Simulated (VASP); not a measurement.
# KMgPd3 (Pm-3m) in VASP: a series of runs

Runs on KMgPd3. Level: PBE. Tasks: single point, relaxation of cell and atoms.

Program: VASP 6.6.1. These are calculated values, not measurements. Logs are shortened: lines on timing, memory, paths and dates and some standing lists are left out, and cuts for length are marked.

## Step 1: The cell of the first run

It takes space group Pm-3m (No. 221, cubic). Conventional cell: a = 4.983 Å, b = 4.983 Å, c = 4.983 Å, α = 90.00°, β = 90.00°, γ = 90.00°. K (site symmetry m-3m) has 6 Pd at 2.49 Å within 3.3 Å. Mg (site symmetry m-3m) has 12 Pd at 3.52 Å and 8 K at 4.31 Å within 4.6 Å. Pd (site symmetry 4/mmm) has 2 K at 2.49 Å within 3.3 Å.

The cell was built from a structure type or drawn by symmetry, and may not be a known phase.

## Step 2: Single point, PBE, collinear spin

Contents of INCAR:

```
SYSTEM = KMgPd3
  ALGO = Normal
  EDIFF = 1E-6
  ENCUT = 600
  GGA = PE
  GGA_COMPAT = .FALSE.
  ISIF = 2
  ISMEAR = 0
  ISPIN = 2
  LASPH = .TRUE.
  LCHARG = .FALSE.
  LMAXMIX = 4
  LORBIT = 11
  LREAL = .FALSE.
  LWAVE = .FALSE.
  MAGMOM = 0 0 1 1 1
  NBANDS = 32
  NELM = 200
  PREC = Accurate
  SIGMA = 0.1
```

Contents of KPOINTS:

```
k-points
0
G
  4 4 4
  0 0 0
```

Contents of POSCAR:

```
KMgPd3
1.0
    4.9825022572      0.0000000000      0.0000000000
    0.0000000000      4.9825022572      0.0000000000
    0.0000000000      0.0000000000      4.9825022572
K Mg Pd
1 1 3
Direct
    0.5000000000      0.5000000000      0.5000000000
    0.0000000000      0.0000000000      0.0000000000
    0.5000000000      0.5000000000      0.0000000000
    0.5000000000      0.0000000000      0.5000000000
    0.0000000000      0.5000000000      0.5000000000
```

Potentials or basis: VASP PAW PBE potentials, release 64 (K_sv, Mg, Pd).

The run is started by

```console
$ cat potpaw_PBE.64/K_sv/POTCAR potpaw_PBE.64/Mg/POTCAR potpaw_PBE.64/Pd/POTCAR > POTCAR
$ mpirun -np 1 vasp_std > vasp.out
```

OUTCAR:

```text
SYSTEM = KMgPd3
   EDIFF = 1E-6
   ENCUT = 600
   GGA = PE
   ISIF = 2
   ISMEAR = 0
   ISPIN = 2
   LASPH = .TRUE.
   LORBIT = 11
   LREAL = .FALSE.
   NELM = 200
   PREC = Accurate

 ion  position               nearest neighbor table
   1  0.500  0.500  0.500-   3 2.49   4 2.49   5 2.49   3 2.49   4 2.49   5 2.49
   2  0.000  0.000  0.000-   3 3.52   4 3.52   5 3.52   4 3.52   5 3.52   3 3.52   5 3.52   5 3.52
                             3 3.52   4 3.52   4 3.52   3 3.52
   3  0.500  0.500  0.000-   1 2.49   1 2.49   2 3.52   2 3.52   2 3.52   2 3.52
   4  0.500  0.000  0.500-   1 2.49   1 2.49   2 3.52   2 3.52   2 3.52   2 3.52
   5  0.000  0.500  0.500-   1 2.49   1 2.49   2 3.52   2 3.52   2 3.52   2 3.52

  LATTYP: Found a simple cubic cell.
 ALAT       =     4.9825022572

  Lattice vectors:

 A1 = (   4.9825022572,   0.0000000000,   0.0000000000)
 A2 = (   0.0000000000,   4.9825022572,   0.0000000000)
 A3 = (   0.0000000000,   0.0000000000,   4.9825022572)

Analysis of symmetry for initial positions (statically):
=====================================================================
 Subroutine PRICEL returns:
 Original cell was already a primitive cell.

 Routine SETGRP: Setting up the symmetry group for a
 simple cubic supercell.

 Subroutine GETGRP returns: Found 48 space group operations
 (whereof 48 operations were pure point group operations)
 out of a pool of 48 trial point group operations.

The static configuration has the point symmetry O_h .

Analysis of symmetry for dynamics (positions and initial velocities):
=====================================================================
 Subroutine PRICEL returns:
 Original cell was already a primitive cell.

 Routine SETGRP: Setting up the symmetry group for a
 simple cubic supercell.

 Subroutine GETGRP returns: Found 48 space group operations
 (whereof 48 operations were pure point group operations)
 out of a pool of 48 trial point group operations.

The dynamic configuration has the point symmetry O_h .

Analysis of structural, dynamic, and magnetic symmetry:
=====================================================================
 Subroutine PRICEL returns:
 Original cell was already a primitive cell.

 Routine SETGRP: Setting up the symmetry group for a
 simple cubic supercell.

 Subroutine GETGRP returns: Found 48 space group operations
 (whereof 48 operations were pure point group operations)
 out of a pool of 48 trial point group operations.

The overall configuration has the point symmetry O_h .

 Subroutine INISYM returns: Found 48 space group operations
 (whereof 48 operations are pure point group operations),
 and found     1 'primitive' translations

----------------------------------------------------------------------------------------

                                     Primitive cell

  volume of cell :     123.6923

  direct lattice vectors                    reciprocal lattice vectors
     4.982502257  0.000000000  0.000000000     0.200702368  0.000000000  0.000000000
     0.000000000  4.982502257  0.000000000     0.000000000  0.200702368  0.000000000
     0.000000000  0.000000000  4.982502257     0.000000000  0.000000000  0.200702368

  length of vectors
     4.982502257  4.982502257  4.982502257     0.200702368  0.200702368  0.200702368

  position of ions in fractional coordinates (direct lattice)
     0.500000000  0.500000000  0.500000000
     0.000000000  0.000000000  0.000000000
     0.500000000  0.500000000  0.000000000
     0.500000000  0.000000000  0.500000000
     0.000000000  0.500000000  0.500000000

  ion indices of the primitive-cell ions
   primitive index   ion index
                 1           1
                 2           2
                 3           3
                 4           4
                 5           5

----------------------------------------------------------------------------------------

 KPOINTS: k-points

Automatic generation of k-mesh.
 Grid dimensions read from file:
 generate k-points for:    4    4    4

 Generating k-lattice:

  Cartesian coordinates                     Fractional coordinates (reciprocal lattice)
     0.050175592  0.000000000  0.000000000     0.250000000  0.000000000  0.000000000
     0.000000000  0.050175592  0.000000000     0.000000000  0.250000000  0.000000000
     0.000000000  0.000000000  0.050175592     0.000000000  0.000000000  0.250000000

  Length of vectors
     0.050175592  0.050175592  0.050175592

  Shift w.r.t. Gamma in fractional coordinates (k-lattice)
     0.000000000  0.000000000  0.000000000

 Subroutine IBZKPT returns following result:
 ===========================================

 Found     10 irreducible k-points:

 Following reciprocal coordinates:
            Coordinates               Weight
  0.000000  0.000000  0.000000      1.000000
  0.250000  0.000000  0.000000      6.000000
  0.500000  0.000000  0.000000      3.000000
  0.250000  0.250000  0.000000     12.000000
  0.500000  0.250000  0.000000     12.000000
  0.500000  0.500000  0.000000      3.000000
  0.250000  0.250000  0.250000      8.000000
  0.500000  0.250000  0.250000     12.000000
  0.500000  0.500000  0.250000      6.000000
  0.500000  0.500000  0.500000      1.000000
   k-points           NKPTS =     10   k-points in BZ     NKDIM =     10   number of bands    NBANDS=     32
   number of dos      NEDOS =    301   number of ions     NIONS =      5
   total plane-waves  NPLWV =  64000
   dimension x,y,z NGX =    40 NGY =   40 NGZ =   40
   dimension x,y,z NGXF=    80 NGYF=   80 NGZF=   80
   ions per type =               1   1   3
   NGX,Y,Z   is equivalent  to a cutoff of  13.35, 13.35, 13.35 a.u.
   NGXF,Y,Z  is equivalent  to a cutoff of  26.69, 26.69, 26.69 a.u.
 SYSTEM =  KMgPd3
   PREC   = accura    normal or accurate (medium, high low for compatibility)
   ISTART =      0    job   : 0-new  1-cont  2-samecut
   ICHARG =      2    charge: 1-file 2-atom 10-const
   ISPIN  =      2    spin polarized calculation?
   LNONCOLLINEAR =      F non collinear calculations
   LSORBIT =      F    spin-orbit coupling
   LASPH  =      T    aspherical Exc in radial PAW
   ENCUT  =  600.0 eV  44.10 Ry    6.64 a.u.   9.95  9.95  9.95*2*pi/ulx,y,z
   NELM   =    200;   NELMIN=  2; NELMDL= -5     # of ELM steps
   EDIFF  = 0.1E-05   stopping-criterion for ELM
   LREAL  =      F    real-space projection
   EDIFFG = 0.1E-04   stopping-criterion for IOM
   NSW    =      0    number of steps for IOM
   IBRION =     -1    ionic relax: 0-MD 1-quasi-New 2-CG
   NFREE  =      0    steps in history (QN), initial steepest desc. (CG)
   ISIF   =      2    stress and relaxation
   ISYM   =      2    0-nonsym 1-usesym 2-fastsym
   POTIM  = 0.5000    time-step for ionic-motion
   TEBEG  =    0.0;   TEEND  =   0.0 temperature during run
   PSTRESS=    0.0 pullay stress
   NELECT =      41.0000    total number of electrons
   NUPDOWN=      -1.0000    fix difference up-down
   EMIN   =  10.00;   EMAX   =-10.00  energy-range for DOS
   EFERMI =   0.00;   METHOD = LEGACY
   ISMEAR =     0;   SIGMA  =   0.10  broadening in eV -4-tet -1-fermi 0-gaus
   EFERMI_NEDOS =   21; number of points for ismear=-14 and -15
   IALGO  =     38    algorithm
   IMIX   =      4    mixing-type and parameters
     AMIX     =   0.40;   BMIX     =  1.00
     AMIX_MAG =   1.60;   BMIX_MAG =  1.00
  volume/ion in A,a.u.               =      24.74       166.94
  Fermi-wavevector in a.u.,A,eV,Ry     =   1.132979  2.141020 17.465009  1.283642
  Thomas-Fermi vector in A             =   2.269681
   LORBIT       =     11    0 simple, 1 ext, 2 COOP (PROOUT), +10 PAW based schemes
   GGA     = PE    functional components
   LHFCALC =     F    Hartree Fock is set to
   AEXX    =    0.0000 exact exchange contribution
   IVDW    =     0    specifies the selected vdW correction
   LEPSILON=     F    determine dielectric tensor
   LRPA    =     F    only Hartree local field effects (RPA)
 spin polarized calculation
 Gauss-broadening in eV      SIGMA  =   0.10
  energy-cutoff  :      600.00
  volume of cell :      123.69
 maximum number of plane-waves:      4224
 NGX is ok and might be reduce to    40
   NGX = 19   NGY = 19   NGZ = 19

 number of electron      41.0000002 magnetization      -0.0063427

 number of electron      41.0000002 magnetization       0.0000833

 Free energy of the ion-electron system (eV)
  ---------------------------------------------------
  ext. energy  EPLUGINS =         0.00000000
  ---------------------------------------------------
  free energy    TOTEN  =       -12.83722226 eV

  energy without entropy =      -12.83007367  energy(sigma->0) =      -12.83364797

 E-fermi :   3.1263     XC(G=0):  -9.4191

 val. band max:        2.8614113706   @ k =   0.5000   0.5000   0.0000
 cond. band min:       3.1418470145   @ k =   0.5000   0.5000   0.5000
 fundamental gap:      0.2804356439
 Fermi energy:         3.1263360741

 spin component 1

 k-point     1 :       0.0000    0.0000    0.0000
  band No.  band energies     occupation
      1     -26.7528      1.00000
      2     -10.4668      1.00000
      3     -10.4668      1.00000
      4     -10.4668      1.00000
      5      -1.1835      1.00000
      6       0.3395      1.00000
[... 24 lines left out ...]
     31      11.6218      0.00000
     32      11.6225      0.00000

 k-point     2 :       0.2500    0.0000    0.0000
  band No.  band energies     occupation
      1     -26.7421      1.00000
      2     -10.6230      1.00000
      3     -10.4752      1.00000
      4     -10.4752      1.00000
      5      -0.7777      1.00000
      6       0.3815      1.00000
[... 24 lines left out ...]
     31      11.1894      0.00000
     32      11.1894      0.00000
[... 243 lines left out ...]
     31      10.6698      0.00000
     32      10.6698      0.00000

 k-point    10 :       0.5000    0.5000    0.5000
  band No.  band energies     occupation
      1     -26.6885      1.00000
      2     -10.8022      1.00000
      3     -10.8022      1.00000
      4     -10.8022      1.00000
      5       0.2694      1.00000
      6       0.9697      1.00000
[... 24 lines left out ...]
     31      10.4693      0.00000
     32      10.4693      0.00000
 Fermi energy:         3.1263360741

 spin component 2

 k-point     1 :       0.0000    0.0000    0.0000
  band No.  band energies     occupation
      1     -26.7529      1.00000
      2     -10.4669      1.00000
      3     -10.4669      1.00000
      4     -10.4669      1.00000
      5      -1.1834      1.00000
      6       0.3394      1.00000
[... 24 lines left out ...]
     31      11.6221      0.00000
     32      11.6223      0.00000

 k-point     2 :       0.2500    0.0000    0.0000
  band No.  band energies     occupation
      1     -26.7422      1.00000
      2     -10.6231      1.00000
      3     -10.4753      1.00000
      4     -10.4753      1.00000
      5      -0.7776      1.00000
      6       0.3814      1.00000
[... 24 lines left out ...]
     31      11.1896      0.00000
     32      11.1896      0.00000
[... 243 lines left out ...]
     31      10.6698      0.00000
     32      10.6698      0.00000

 k-point    10 :       0.5000    0.5000    0.5000
  band No.  band energies     occupation
      1     -26.6886      1.00000
      2     -10.8023      1.00000
      3     -10.8023      1.00000
      4     -10.8023      1.00000
      5       0.2696      1.00000
      6       0.9697      1.00000
[... 24 lines left out ...]
     31      10.4693      0.00000
     32      10.4693      0.00000

------------------------ aborting loop because EDIFF is reached ----------------------------------------

  FORCE on cell =-STRESS in cart. coord.  units (eV):
  Direction    XX          YY          ZZ          XY          YZ          ZX
  --------------------------------------------------------------------------------------
  -------------------------------------------------------------------------------------
  Total        0.2900082      0.2900082      0.2900082     -0.0000000      0.0000000     -0.0000000
  in kB        3.7564560      3.7564560      3.7564560     -0.0000000      0.0000000     -0.0000000
  external PRESSURE =       3.7564560 kB  Pullay stress =       0.0000000 kB

 VOLUME and BASIS-vectors are now :
 -----------------------------------------------------------------------------
  energy-cutoff  :      600.00
  volume of cell :      123.69
      direct lattice vectors                 reciprocal lattice vectors
     4.982502257  0.000000000  0.000000000     0.200702368  0.000000000  0.000000000
     0.000000000  4.982502257  0.000000000     0.000000000  0.200702368  0.000000000
     0.000000000  0.000000000  4.982502257     0.000000000  0.000000000  0.200702368

 POSITION                                       TOTAL-FORCE (eV/Angst)
 -----------------------------------------------------------------------------------
      2.49125      2.49125      2.49125         0.000000      0.000000      0.000000
      0.00000      0.00000      0.00000         0.000000      0.000000      0.000000
      2.49125      2.49125      0.00000         0.000000      0.000000      0.000000
      2.49125      0.00000      2.49125         0.000000      0.000000      0.000000
      0.00000      2.49125      2.49125         0.000000      0.000000      0.000000
 -----------------------------------------------------------------------------------
    total drift:                               -0.000000     -0.000000     -0.000000

  FREE ENERGIE OF THE ION-ELECTRON SYSTEM (eV)
  ---------------------------------------------------
  free  energy   TOTEN  =       -12.8372222604 eV

  energy  without entropy=      -12.8300736701  energy(sigma->0) =      -12.83364797

 total charge

# of ion       s       p       d       tot
------------------------------------------
    1        2.030   5.559   0.283   7.872
    2        0.176   0.053   0.006   0.235
    3        0.282   0.135   8.804   9.221
    4        0.282   0.135   8.804   9.221
    5        0.282   0.135   8.804   9.221
--------------------------------------------------
tot          3.052   6.017  26.701  35.770

 magnetization (x)

# of ion       s       p       d       tot
------------------------------------------
    1       -0.000  -0.000  -0.000  -0.000
    2        0.000   0.000   0.000   0.000
    3       -0.000  -0.000   0.000  -0.000
    4       -0.000  -0.000   0.000  -0.000
    5       -0.000  -0.000   0.000  -0.000
--------------------------------------------------
tot         -0.000  -0.000   0.000   0.000
```

Run time: 2 min. Hardware: 1 thread of Intel Xeon 8259CL, shared host; peak memory 0.33 GiB.

What came out:

- Free energy: -12.8372 eV
- Pressure: 0.4 GPa
- Net moment: 0.00 μB per cell
- Valence electrons inside the program's atomic spheres: K 7.87; Mg 0.23; Pd 9.22

## Step 3: Relaxation of cell and atoms, PBE

Contents of INCAR:

```
SYSTEM = KMgPd3
PREC = Accurate
ENCUT = 600
EDIFF = 1E-7
ISMEAR = 0
SIGMA = 0.1
LREAL = .FALSE.
LASPH = .TRUE.
NELM = 120
ALGO = Normal
ISIF = 3
LWAVE = .FALSE.
LCHARG = .FALSE.
GGA = PE
IBRION = 2
NSW = 100
EDIFFG = -0.01
GGA_COMPAT = .FALSE.
NELMIN = 4
```

Contents of KPOINTS:

```
Automatic mesh
0
G
  8 8 8
  0 0 0
```

POSCAR is that of step 2.

Potentials or basis: VASP PAW PBE potentials, release 64 (K_sv, Mg, Pd).

The run is started by

```console
$ cat potpaw_PBE.64/K_sv/POTCAR potpaw_PBE.64/Mg/POTCAR potpaw_PBE.64/Pd/POTCAR > POTCAR
$ mpirun -np 1 vasp_std > vasp.out
```

Run time: 5.9 min. Hardware: 1 thread of Intel Xeon 8259CL, shared host; peak memory 0.35 GiB.

The run converged. Its results:

```
Free energy                           : -12.8077 eV
Relaxed volume                        : 25.19 Å³/atom
Relaxed cell                          : a = 5.013 Å, b = 5.013 Å, c = 5.013 Å, α = 90.00°, β = 90.00°, γ = 90.00°
Space group after relaxing (to 0.1 Å) : Pm-3m (No. 221)
Energy gained by relaxing             : 0.8 meV/atom
Ionic steps                           : 3
Pressure after relaxing               : 0.0 GPa
Band gap on the k mesh                : zero (an odd number of electrons rules out a gap without spin polarisation)
```

The path:
| step | energy change (eV) | largest force (eV/Å) | pressure (GPa) | volume (Å³) |
| --- | --- | --- | --- | --- |
| 1 | 0.0000 | 0.0000 | 0.59 | 123.69 |
| 2 | -0.0038 | 0.0000 | 0.15 | 125.34 |
| 3 | -0.0040 | 0.0000 | -0.01 | 125.94 |

Final structure:
```
K Mg Pd
1.0
     5.01252    0.00000    0.00000
     0.00000    5.01252    0.00000
     0.00000    0.00000    5.01252
K Mg Pd
1 1 3
Cartesian
  2.5063 2.5063 2.5063
  0.0000 0.0000 0.0000
  2.5063 2.5063 0.0000
  2.5063 0.0000 2.5063
  0.0000 2.5063 2.5063
```

Levels at points of the mesh, in eV from the Fermi level:
```tsv
k point	band 16	band 17	band 18	band 19	band 20	band 21	band 22	band 23	band 24
(0.00, 0.00, 0.00)	-1.19	-0.76	-0.76	-0.76	-0.63	2.14	2.14	2.14	2.60
(0.50, 0.00, 0.00)	-1.22	-1.22	-1.17	-0.97	-0.76	-0.45	2.91	3.78	3.78
(0.50, 0.50, 0.00)	-1.18	-0.99	-0.82	-0.82	-0.29	-0.13	0.59	0.59	4.52
(0.50, 0.50, 0.50)	-0.84	-0.75	-0.75	-0.75	0.18	0.18	0.18	1.62	2.29
```
